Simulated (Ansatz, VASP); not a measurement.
# Al3Cu in VASP and in Ansatz

File INCAR:

```
ALGO = Fast
EDIFF = 1E-6
ENCUT = 520
GGA = PS
ISIF = 2
ISMEAR = 0
LASPH = T
LCHARG = F
LREAL = F
LWAVE = F
NBANDS = 18
NELM = 100
PREC = Accurate
SIGMA = 0.1
```

KPOINTS

```
k-points
0
Gamma
  24 24 10
```

File POSCAR:

```
Al3Cu
1.0
    2.7784054294      0.0000000000      0.0000000000
    0.0000000000      2.7784054294      0.0000000000
    0.0000000000      0.0000000000      7.5134034100
Al Cu
3 1
Direct
    0.0000000000      0.0000000000      0.5000000000
    0.5000000000      0.5000000000      0.2261155100
    0.5000000000      0.5000000000      0.7738844900
    0.0000000000      0.0000000000      0.0000000000
```

Input for Ansatz:

```yaml
crystal:
  lattice:
    - [2.7784054294, 0.0, 0.0]
    - [0.0, 2.7784054294, 0.0]
    - [0.0, 0.0, 7.51340341]
  atoms:
    - { symbol: Al, position: [0.0, 0.0, 0.5] }
    - { symbol: Al, position: [0.5, 0.5, 0.22611551] }
    - { symbol: Al, position: [0.5, 0.5, 0.77388449] }
    - { symbol: Cu, position: [0.0, 0.0, 0.0] }
basis:
  ecutwfc: 420
kpoints:
  mp_grid: { grid: [24, 24, 10] }
hamiltonian:
  xc: pbesol
scf:
  occupations: { method: gaussian, width: 0.1 }
output:
  forces: true
  stress: true
  eigenvalues: true
```

Alike in both runs: task single point; functional PBEsol; k mesh 24 × 24 × 10; occupations gaussian, width 0.1 eV; no spin polarisation.

|  | VASP | Ansatz |
| --- | --- | --- |
| version | VASP 6.6.1 | Ansatz 0.2.0 |
| potentials or method | VASP PAW PBE potentials, release 64 (Al, Cu), cutoff 520 eV | scalar-relativistic, plane waves, PAW |
| valence electrons in the cell | 20 | 28 |

Ansatz gave:

```
gap on the k mesh at the Fermi level (eV)                     : none
pressure (GPa)                                                : 0.9
traceless stress, the component that is largest in VASP (GPa) : 0.67
rms of the force components (eV/Å)                            : 0.081
```

Which values does VASP return?

gap on the k mesh at the Fermi level (eV): none; pressure (GPa): -1.8; traceless stress, the component that is largest in VASP (GPa): 0.66; rms of the force components (eV/Å): 0.073.

VASP's potentials were made for PBE, not for PBEsol. Atom by atom the forces differ by 0.008 eV/Å (rms over components). A gap of «none» marks a metal or a gap that the smearing closes. The functional is the same, so the differences come from potentials, cutoffs and numerics. VASP's potentials hold 20 valence electrons a cell and Ansatz's 28, so a difference there can come from the potentials and not from the codes.
